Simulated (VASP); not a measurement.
KF, 2 atoms in the cell. Symmetry: I4/mmm, No. 139, tetragonal system. Conventional cell: a = 3.762 Å, b = 3.762 Å, c = 5.347 Å, α = 90.00°, β = 90.00°, γ = 90.00°. K (site symmetry 4/mmm) has 6 F at 2.66 to 2.67 Å within 3.5 Å. F (site symmetry 4/mmm) has 6 K at 2.66 to 2.67 Å within 3.5 Å.  This cell differs from its parent crystal: strain -0.0050 x Voigt [1, 1, 0, 0, 0, 0].

* Program: VASP 6.6.1
* Task: single point
* Functional: r2SCAN
* Potentials or basis: VASP PAW PBE potentials, release 64 (K_sv, F)
* Cutoff: 520 eV
* k mesh: 8 × 8 × 8
* Occupations: gaussian, width 0.05 eV
* Spin: no spin polarisation
* Dipole correction: no
* Further INCAR settings: ALGO = Normal; EDIFF = 1e-07; NBANDS = 15

Potentials or basis: VASP PAW PBE potentials, release 64 (K_sv, F).

Run with:

```bash
$ cat potpaw_PBE.64/K_sv/POTCAR potpaw_PBE.64/F/POTCAR > POTCAR
$ cp INCAR.step1 INCAR
$ mpirun -np 1 vasp_std > vasp.out
$ cp INCAR.step2 INCAR
$ mpirun -np 1 vasp_std > vasp.out
```

Hardware: 1 thread of AMD EPYC 7R13 Processor (Zen 3), on a shared host.

How long does it take, and how much memory?

Wall time 2.3 min on 1 thread of AMD EPYC 7R13 Processor (Zen 3), on a shared host, peak memory 0.15 GiB. Counts: k points 59.
